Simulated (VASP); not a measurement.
Wanted: the native input for a VASP 6.6.1 run.

- Task: relaxation of cell and atoms
- Functional: PBE
- Potentials or basis: VASP PAW PBE potentials, release 64 (Cd, Sn_d, O)
- Cutoff: 600 eV
- k mesh: 4 × 4 × 4
- Occupations: gaussian, width 0.1 eV
- Spin: no spin polarisation
- Dipole correction: no
- Further INCAR settings: ALGO = Normal; EDIFF = 1e-06; IBRION = 2; EDIFFG = -0.04; NSW = 90; ISIF = 3

The structure of CdSn2O3 lies in POSCAR:

```
CdSn2O3
1.0
    3.2593436200     -3.7999709000      0.0000000000
    3.2593436200      3.7999709000      0.0000000000
    0.0000000000      0.0000000000      4.3048576600
Cd Sn O
1 2 3
Direct
    0.0000000000      0.0000000000      0.5000000000
    0.0000000000      0.5000000000      0.0000000000
    0.5000000000      0.0000000000      0.0000000000
    0.2104916100      0.2104916100      0.0000000000
    0.7895083900      0.7895083900      0.0000000000
    0.5000000000      0.5000000000      0.5000000000
```

The cell was built from a structure type or drawn by symmetry, and may not be a known phase.

These files were run (other wordings do the same):

INCAR

```
SYSTEM = CdSn2O3
  PREC = Accurate
  ENCUT = 600
  EDIFF = 1E-6
  ISMEAR = 0
  SIGMA = 0.1
  LREAL = .False.
  LASPH = .True.
  NELM = 100
  ALGO = Normal
  ISIF = 3
  LWAVE = .False.
  LCHARG = .False.
  GGA = PE
  IBRION = 2
  NSW = 90
  EDIFFG = -0.04
```

KPOINTS

```
Automatic mesh
0
Gamma
  4 4 4
  0 0 0
```

Potentials or basis: VASP PAW PBE potentials, release 64 (Cd, Sn_d, O).

The run is started by

```sh
$ cat potpaw_PBE.64/Cd/POTCAR potpaw_PBE.64/Sn_d/POTCAR potpaw_PBE.64/O/POTCAR > POTCAR
$ mpirun -np 1 vasp_std > vasp.out
```

It gave:

The relaxed volume is 19.87 Å³/atom. The relaxed cell is a = 5.990 Å, b = 5.990 Å, c = 3.334 Å, α = 90.00°, β = 90.00°, γ = 85.21°, the space group after relaxing (to 0.1 Å) is Cmmm (No. 65) and the energy gained by relaxing is 394.8 meV/atom. The ionic steps are 36. The pressure after relaxing is -0.1 GPa and the largest force after relaxing is 0.032 eV/Å. The band gap on the k mesh is zero (bands 29 and 30 overlap by 0.63 eV).

Caveat: the k points lie up to 0.47 Å⁻¹ apart in the final cell, too coarse for converged energies and pressures of a metal; semilocal functionals underestimate gaps, so a narrow gap can read as zero; a cell axis changed by over 15 % at a fixed basis, so the end point is rough; spin-orbit coupling is left out, which moves the levels of the heavy elements.

Run time: 21 min on 1 thread of Intel(R) Xeon(R) 6975P-C (Granite Rapids), with other jobs on the host, peak memory 0.3 GiB.
